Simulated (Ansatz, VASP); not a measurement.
**SiC in VASP and in Ansatz**

The input INCAR:

```
SYSTEM = SiC
ALGO = Normal ; EDIFF = 1E-6
ENCUT = 600 ; GGA = PE
GGA_COMPAT = .False. ; ISIF = 2
ISMEAR = 0 ; LASPH = .True.
LCHARG = .True. ; LELF = .True.
LREAL = .False. ; LVHAR = .True.
LWAVE = .False. ; NBANDS = 11
NELM = 120 ; PREC = Accurate
SIGMA = 0.05
```

File KPOINTS:

```
k-points
0
Gamma
  10 10 10
  0 0 0
```

POSCAR

```
SiC
1.0
    0.0000000000      2.2774530407      2.2993516276
    1.9927714106      0.0000000000      2.2993516276
    1.9927714106      2.2774530407      0.0000000000
Si C
1 1
Direct
    0.0000000000      0.0000000000      0.0000000000
    0.7500000000      0.7500000000      0.7500000000
```

Input for Ansatz:

```yaml
crystal:
  lattice:
    - [0.0, 2.2774530407, 2.2993516276]
    - [1.9927714106, 0.0, 2.2993516276]
    - [1.9927714106, 2.2774530407, 0.0]
  atoms:
    - { symbol: Si, position: [0.0, 0.0, 0.0] }
    - { symbol: C, position: [0.75, 0.75, 0.75] }
basis:
  ecutwfc: 520.0
kpoints:
  mp_grid: { grid: [10, 10, 10] }
hamiltonian:
  xc: pbe
scf:
  occupations: { method: gaussian, width: 0.05 }
output:
  forces: true
  stress: true
  eigenvalues: true
```

Change from the starting cell: strain +e along x and -e along y -0.0700, strain +e along z and -e/2 along x and y +0.0400.

Alike in both runs: task single point; functional PBE; k mesh 10 × 10 × 10; occupations gaussian, width 0.05 eV; no spin polarisation.

```csv
,VASP,Ansatz
version,VASP 6.6.1,Ansatz 0.2.0
potentials or method,"VASP PAW PBE potentials, release 64 (Si, C), cutoff 600 eV","scalar-relativistic, plane waves, PAW"
valence electrons in the cell,8,8
```

Ansatz gave:

```
gap on the k mesh at the Fermi level (eV)                     : 0.14
least direct gap on the mesh (eV)                             : 4.42
pressure (GPa)                                                : -0.2
traceless stress, the component that is largest in VASP (GPa) : 17.71
```

Problem. Estimate VASP's values.

Solution. gap on the k mesh at the Fermi level (eV): 0.14; least direct gap on the mesh (eV): 4.41; pressure (GPa): -0.3; traceless stress, the component that is largest in VASP (GPa): 17.77.

The functional is the same, so the differences come from potentials, cutoffs and numerics.
